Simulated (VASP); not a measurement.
# Re (P6_3/mmc) in VASP: a series of runs

Re is run at these levels: PBE; tasks: single point.

All numbers are computed with VASP 6.6.1; they aren't measurements. Logs are shortened: lines on timing, memory, paths and dates and some standing lists are left out, and cuts for length are marked.

### Step 1. The cell of the first run

The structure is hexagonal, space group P6_3/mmc (No. 194). The conventional cell has a = 2.766 Å, b = 2.766 Å, c = 8.939 Å, α = 90.00°, β = 90.00°, γ = 120.00°. Re (site symmetry -6m2) has 12 Re at 2.75 to 2.77 Å within 3.6 Å. Re (site symmetry -3m) has 12 Re at 2.75 to 2.77 Å within 3.6 Å.

### Step 2. Single point, PBE

File INCAR:

```
  PREC = Accurate
  ENCUT = 520
  EDIFF = 1E-6
  ISMEAR = 0
  SIGMA = 0.018000000000000002
  LREAL = F
  LASPH = T
  NELM = 100
  ALGO = Fast
  ISIF = 2
  LWAVE = F
  LCHARG = F
  GGA = PE
  NBANDS = 22
```

File KPOINTS:

```
Automatic mesh
0
Gamma
  11 11 3
```

File POSCAR:

```
Re
1.0
    2.7663873939      0.0000000000      0.0000000000
   -1.3831936969      2.3957617598      0.0000000000
    0.0000000000      0.0000000000      8.9388451600
Re
4
Direct
    0.6666666667      0.3333333333      0.7500000000
    0.0000000000      0.0000000000      0.5000000000
    0.3333333333      0.6666666667      0.2500000000
    0.0000000000      0.0000000000      0.0000000000
```

Potentials or basis: VASP PAW PBE potentials, release 64 (Re).

The run is started by

```console
> cat potpaw_PBE.64/Re/POTCAR > POTCAR
> mpirun -np 1 vasp_std > vasp.out
```

OUTCAR:

```text
PREC = Accurate
   ENCUT = 520
   EDIFF = 1E-6
   ISMEAR = 0
   LREAL = F
   LASPH = T
   NELM = 100
   ISIF = 2
   GGA = PE

 ion  position               nearest neighbor table
   1  0.667  0.333  0.750-   2 2.75   4 2.75   2 2.75   4 2.75   2 2.75   4 2.75
   2  0.000  0.000  0.500-   1 2.75   3 2.75   3 2.75   1 2.75   1 2.75   3 2.75
   3  0.333  0.667  0.250-   2 2.75   4 2.75   2 2.75   4 2.75   2 2.75   4 2.75
   4  0.000  0.000  0.000-   1 2.75   3 2.75   3 2.75   1 2.75   1 2.75   3 2.75

  LATTYP: Found a hexagonal cell.
 ALAT       =     2.7663873939
 C/A-ratio  =     3.2312340563

  Lattice vectors:

 A1 = (   2.7663873939,   0.0000000000,   0.0000000000)
 A2 = (  -1.3831936969,   2.3957617598,   0.0000000000)
 A3 = (   0.0000000000,   0.0000000000,   8.9388451600)

Analysis of symmetry for initial positions (statically):
=====================================================================
 Subroutine PRICEL returns:
 Original cell was already a primitive cell.

 Routine SETGRP: Setting up the symmetry group for a
 hexagonal supercell.

 Subroutine GETGRP returns: Found 24 space group operations
 (whereof 12 operations were pure point group operations)
 out of a pool of 24 trial point group operations.

The static configuration has the point symmetry D_3d.
 The point group associated with its full space group is D_6h.

Analysis of symmetry for dynamics (positions and initial velocities):
=====================================================================
 Subroutine PRICEL returns:
 Original cell was already a primitive cell.

 Routine SETGRP: Setting up the symmetry group for a
 hexagonal supercell.

 Subroutine GETGRP returns: Found 24 space group operations
 (whereof 12 operations were pure point group operations)
 out of a pool of 24 trial point group operations.

The dynamic configuration has the point symmetry D_3d.
 The point group associated with its full space group is D_6h.

 Subroutine INISYM returns: Found 24 space group operations
 (whereof 12 operations are pure point group operations),
 and found     1 'primitive' translations

----------------------------------------------------------------------------------------

                                     Primitive cell

  volume of cell :      59.2431

  direct lattice vectors                    reciprocal lattice vectors
     2.766387394  0.000000000  0.000000000     0.361482272  0.208701887  0.000000000
    -1.383193697  2.395761760  0.000000000     0.000000000  0.417403774  0.000000000
     0.000000000  0.000000000  8.938845160     0.000000000  0.000000000  0.111871274

  length of vectors
     2.766387394  2.766387394  8.938845160     0.417403774  0.417403774  0.111871274

  position of ions in fractional coordinates (direct lattice)
     0.666666667  0.333333333  0.750000000
     0.000000000  0.000000000  0.500000000
     0.333333333  0.666666667  0.250000000
     0.000000000  0.000000000  0.000000000

  ion indices of the primitive-cell ions
   primitive index   ion index
                 1           1
                 2           2
                 3           3
                 4           4

----------------------------------------------------------------------------------------

 KPOINTS: Automatic mesh

Automatic generation of k-mesh.
 Grid dimensions read from file:
 generate k-points for:   11   11    3

 Generating k-lattice:

  Cartesian coordinates                     Fractional coordinates (reciprocal lattice)
     0.032862025  0.018972899  0.000000000     0.090909091  0.000000000  0.000000000
     0.000000000  0.037945798  0.000000000     0.000000000  0.090909091  0.000000000
     0.000000000  0.000000000  0.037290425     0.000000000  0.000000000  0.333333333

  Length of vectors
     0.037945798  0.037945798  0.037290425

  Shift w.r.t. Gamma in fractional coordinates (k-lattice)
     0.000000000  0.000000000  0.000000000

 Subroutine IBZKPT returns following result:
 ===========================================

 Found     32 irreducible k-points:

 Following reciprocal coordinates:
            Coordinates               Weight
  0.000000  0.000000  0.000000      1.000000
  0.090909 -0.000000  0.000000      6.000000
  0.181818  0.000000  0.000000      6.000000
  0.272727  0.000000  0.000000      6.000000
  0.363636  0.000000  0.000000      6.000000
  0.454545  0.000000  0.000000      6.000000
[... 16 lines left out ...]
  0.090909  0.090909  0.333333     12.000000
  0.181818  0.090909  0.333333     24.000000
 [... further k-points ...]
   k-points           NKPTS =     32   k-points in BZ     NKDIM =     32   number of bands    NBANDS=     22
   number of dos      NEDOS =    301   number of ions     NIONS =      4
   total plane-waves  NPLWV =  40320
   dimension x,y,z NGX =    24 NGY =   24 NGZ =   70
   dimension x,y,z NGXF=    48 NGYF=   48 NGZF=  140
   ions per type =               4
   NGX,Y,Z   is equivalent  to a cutoff of  14.42, 14.42, 13.02 a.u.
   NGXF,Y,Z  is equivalent  to a cutoff of  28.85, 28.85, 26.04 a.u.
 SYSTEM =  unknown system
   PREC   = accura    normal or accurate (medium, high low for compatibility)
   ISTART =      0    job   : 0-new  1-cont  2-samecut
   ICHARG =      2    charge: 1-file 2-atom 10-const
   ISPIN  =      1    spin polarized calculation?
   LNONCOLLINEAR =      F non collinear calculations
   LSORBIT =      F    spin-orbit coupling
   LASPH  =      T    aspherical Exc in radial PAW
   ENCUT  =  520.0 eV  38.22 Ry    6.18 a.u.   5.14  5.14 16.62*2*pi/ulx,y,z
   NELM   =    100;   NELMIN=  2; NELMDL= -5     # of ELM steps
   EDIFF  = 0.1E-05   stopping-criterion for ELM
   LREAL  =      F    real-space projection
   EDIFFG = 0.1E-04   stopping-criterion for IOM
   NSW    =      0    number of steps for IOM
   IBRION =     -1    ionic relax: 0-MD 1-quasi-New 2-CG
   NFREE  =      0    steps in history (QN), initial steepest desc. (CG)
   ISIF   =      2    stress and relaxation
   ISYM   =      2    0-nonsym 1-usesym 2-fastsym
   POTIM  = 0.5000    time-step for ionic-motion
   TEBEG  =    0.0;   TEEND  =   0.0 temperature during run
   PSTRESS=    0.0 pullay stress
   NELECT =      28.0000    total number of electrons
   NUPDOWN=      -1.0000    fix difference up-down
   EMIN   =  10.00;   EMAX   =-10.00  energy-range for DOS
   EFERMI =   0.00;   METHOD = LEGACY
   ISMEAR =     0;   SIGMA  =   0.02  broadening in eV -4-tet -1-fermi 0-gaus
   EFERMI_NEDOS =   21; number of points for ismear=-14 and -15
   IALGO  =     68    algorithm
   IMIX   =      4    mixing-type and parameters
     AMIX     =   0.40;   BMIX     =  1.00
     AMIX_MAG =   1.60;   BMIX_MAG =  1.00
  volume/ion in A,a.u.               =      14.81        99.95
  Fermi-wavevector in a.u.,A,eV,Ry     =   1.275209  2.409796 22.125236  1.626159
  Thomas-Fermi vector in A             =   2.407934
   LORBIT       =      0    0 simple, 1 ext, 2 COOP (PROOUT), +10 PAW based schemes
   GGA     = PE    functional components
   LHFCALC =     F    Hartree Fock is set to
   AEXX    =    0.0000 exact exchange contribution
   IVDW    =     0    specifies the selected vdW correction
   LEPSILON=     F    determine dielectric tensor
   LRPA    =     F    only Hartree local field effects (RPA)
 non-spin polarized calculation
 RMM-DIIS sequential band-by-band and
 Gauss-broadening in eV      SIGMA  =   0.02
  energy-cutoff  :      520.00
  volume of cell :       59.24
 maximum number of plane-waves:      1607
 NGX is ok and might be reduce to    24
   NGX = 11   NGY = 11   NGZ = 33

 number of electron      27.9999999 magnetization

 Free energy of the ion-electron system (eV)
  ---------------------------------------------------
  ext. energy  EPLUGINS =         0.00000000
  ---------------------------------------------------
  free energy    TOTEN  =       -49.69300996 eV

  energy without entropy =      -49.69194770  energy(sigma->0) =      -49.69247883

 E-fermi :   7.8758     XC(G=0): -13.6942

 val. band max:        7.8466838059   @ k =   0.1818   0.0000   0.0000
 cond. band min:       7.8804888757   @ k =   0.1818   0.0909   0.3333
 fundamental gap:      0.0338050697
 Fermi energy:         7.8758486674

 k-point     1 :       0.0000    0.0000    0.0000
  band No.  band energies     occupation
      1      -2.0163      2.00000
      2       0.2823      2.00000
      3       0.3633      2.00000
      4       1.2471      2.00000
      5       5.3693      2.00000
      6       5.4588      2.00000
[... 14 lines left out ...]
     21      10.3800      0.00000
     22      10.3850      0.00000

 k-point     2 :       0.0909   -0.0000    0.0000
  band No.  band energies     occupation
      1      -1.6828      2.00000
      2       0.5923      2.00000
      3       0.6701      2.00000
      4       1.5644      2.00000
      5       4.9643      2.00000
      6       5.2368      2.00000
[... 14 lines left out ...]
     21      10.3261      0.00000
     22      10.4619      0.00000

 k-point     3 :       0.1818    0.0000    0.0000
  band No.  band energies     occupation
      1      -0.7620      2.00000
      2       1.3380      2.00000
      3       1.4004      2.00000
      4       2.3426      2.00000
      5       4.3158      2.00000
      6       4.7281      2.00000
[... 14 lines left out ...]
     21      10.5469      0.00000
     22      10.7510      0.00000
[... 476 lines left out ...]
 k-point    23 :       0.0909    0.0909    0.3333
  band No.  band energies     occupation
      1      -0.7582      2.00000
      2       0.0598      2.00000
      3       2.0022      2.00000
      4       2.1609      2.00000
      5       4.6849      2.00000
      6       4.9449      2.00000
[... 14 lines left out ...]
     21      10.7865      0.00000
     22      11.4801      0.00000

 k-point    24 :       0.1818    0.0909    0.3333
  band No.  band energies     occupation
      1       0.2888      2.00000
      2       0.9336      2.00000
      3       2.7478      2.00000
      4       2.9988      2.00000
      5       3.9163      2.00000
      6       4.1943      2.00000
[... 14 lines left out ...]
     21      10.8957      0.00000
     22      11.5921      0.00000

 [... further k-points ...]

------------------------ aborting loop because EDIFF is reached ----------------------------------------

  FORCE on cell =-STRESS in cart. coord.  units (eV):
  Direction    XX          YY          ZZ          XY          YZ          ZX
  --------------------------------------------------------------------------------------
  -------------------------------------------------------------------------------------
  Total        0.9938385      0.9938385      1.2637342      0.0000000      0.0000000      0.0000000
  in kB       26.8774671     26.8774671     34.1765542      0.0000000      0.0000000      0.0000000
  external PRESSURE =      29.3104961 kB  Pullay stress =       0.0000000 kB

 VOLUME and BASIS-vectors are now :
 -----------------------------------------------------------------------------
  energy-cutoff  :      520.00
  volume of cell :       59.24
      direct lattice vectors                 reciprocal lattice vectors
     2.766387394  0.000000000  0.000000000     0.361482272  0.208701887  0.000000000
    -1.383193697  2.395761760  0.000000000     0.000000000  0.417403774  0.000000000
     0.000000000  0.000000000  8.938845160     0.000000000  0.000000000  0.111871274

 POSITION                                       TOTAL-FORCE (eV/Angst)
 -----------------------------------------------------------------------------------
      1.38319      0.79859      6.70413        -0.000000      0.000000      0.000000
      0.00000      0.00000      4.46942         0.000000      0.000000     -0.000000
     -0.00000      1.59717      2.23471         0.000000      0.000000      0.000000
      0.00000      0.00000      0.00000         0.000000      0.000000     -0.000000
 -----------------------------------------------------------------------------------
    total drift:                               -0.000000      0.000000      0.000000

  FREE ENERGIE OF THE ION-ELECTRON SYSTEM (eV)
  ---------------------------------------------------
  free  energy   TOTEN  =       -49.6930099593 eV

  energy  without entropy=      -49.6919476971  energy(sigma->0) =      -49.69247883
```

Wall time 34 s (1 thread of Intel Xeon 6975P-C (Granite Rapids), shared host); peak memory 0.2 GiB.

Results:

```yaml
Free_energy: -49.6930 eV
Pressure: 2.9 GPa
Band_gap_on_the_k_mesh: zero (bands 14 and 15 overlap by 2.41 eV)
```

Caveat: spin-orbit coupling is left out, which moves the levels of the heavy elements.

### Step 3. Single point, PBE

File INCAR:

```
SYSTEM = Re
PREC = Accurate ; ENCUT = 520
EDIFF = 1E-6 ; ISMEAR = 0
SIGMA = 0.019000000000000003 ; LREAL = .False.
LASPH = .True. ; NELM = 60
ALGO = Normal ; ISIF = 2
LWAVE = .False. ; LCHARG = .False.
GGA = PE ; NBANDS = 22
```

File KPOINTS:

```
regular mesh
0
Gamma
  11 11 3
  0 0 0
```

POSCAR is that of step 2.

Potentials or basis: VASP PAW PBE potentials, release 64 (Re).

The run is started by

```console
> cat potpaw_PBE.64/Re/POTCAR > POTCAR
> mpirun -np 1 vasp_std > vasp.out
```

Wall time 24 s (1 thread of Intel Xeon 6975P-C (Granite Rapids), shared host); peak memory 0.2 GiB.

Results (log left out):

| Property | Result |
| --- | --- |
| Free energy | -49.6931 eV |
| Pressure | 3.0 GPa |
| Band gap on the k mesh | zero (bands 14 and 15 overlap by 2.41 eV) |

Stress tensor (GPa, compression positive):
```
2.72 0.00 0.00
0.00 2.72 0.00
0.00 0.00 3.44
```

Levels at points of the mesh, in eV from the Fermi level:
| k point | band 12 | band 13 | band 14 | band 15 | band 16 | band 17 |
| --- | --- | --- | --- | --- | --- | --- |
| (0.00, 0.00, 0.00) | -1.19 | -1.19 | -1.09 | -1.09 | 0.52 | 0.65 |

Caveat: spin-orbit coupling is left out, which moves the levels of the heavy elements.
